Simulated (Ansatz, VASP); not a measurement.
TaF3: VASP beside Ansatz

The input INCAR:

```
SYSTEM = TaF3
  ALGO = Normal
  EDIFF = 1E-6
  ENCUT = 520
  GGA = PS
  ISIF = 2
  ISMEAR = 0
  LASPH = .TRUE.
  LCHARG = .FALSE.
  LREAL = .FALSE.
  LWAVE = .FALSE.
  NBANDS = 24
  NELM = 80
  PREC = Accurate
  SIGMA = 0.15
```

The input KPOINTS:

```
k-points
0
G
  12 12 12
  0 0 0
```

POSCAR

```
TaF3
1.0
    3.9012000000      0.0000000000      0.0000000000
    0.0000000000      3.9012000000      0.0000000000
    0.0000000000      0.0000000000      3.9597180000
Ta F
1 3
Direct
    0.0000000000      0.0000000000      0.0000000000
    0.5000000000      0.0000000000      0.0000000000
    0.0000000000      0.5000000000      0.0000000000
    0.0000000000      0.0000000000      0.5000000000
```

Input for Ansatz:

```yaml
crystal:
  lattice:
    - [3.9012, 0.0, 0.0]
    - [0.0, 3.9012, 0.0]
    - [0.0, 0.0, 3.959718]
  atoms:
    - { symbol: Ta, position: [0.0, 0.0, 0.0] }
    - { symbol: F, position: [0.5, 0.0, 0.0] }
    - { symbol: F, position: [0.0, 0.5, 0.0] }
    - { symbol: F, position: [0.0, 0.0, 0.5] }
basis:
  ecutwfc: 420
kpoints:
  mp_grid: { grid: [12, 12, 12] }
hamiltonian:
  xc: pbesol
scf:
  occupations: { method: gaussian, width: 0.15 }
output:
  forces: true
  stress: true
  eigenvalues: true
  write_density: true
  write_potential: true
  elf: true
  volumetric_format: npy
```

Change from the starting cell: strain +0.000 along x and y, +0.015 along z, atoms carried along.

Alike in both runs: task single point; functional PBEsol; k mesh 12 × 12 × 12; occupations gaussian, width 0.15 eV; no spin polarisation.

```csv
,VASP,Ansatz
version,VASP 6.6.1,Ansatz 0.2.0
potentials or method,"VASP PAW PBE potentials, release 64 (Ta_pv, F), cutoff 520 eV","scalar-relativistic, plane waves, PAW"
valence electrons in the cell,32,34
```

|  | VASP | Ansatz | Ansatz less VASP |
| --- | --- | --- | --- |
| gap on the k mesh at the Fermi level (eV) | none | none | - |
| pressure (GPa) | 18.0 | 17.6 | -0.40 |
| traceless stress, the component that is largest in VASP (GPa) | -4.00 | -3.93 | +0.078 |

VASP's potentials were made for PBE, not for PBEsol. A gap of «none» marks a metal or a gap that the smearing closes. VASP's potentials hold 32 valence electrons a cell and Ansatz's 34, so a difference there can come from the potentials and not from the codes.

Spin-orbit coupling is off throughout.
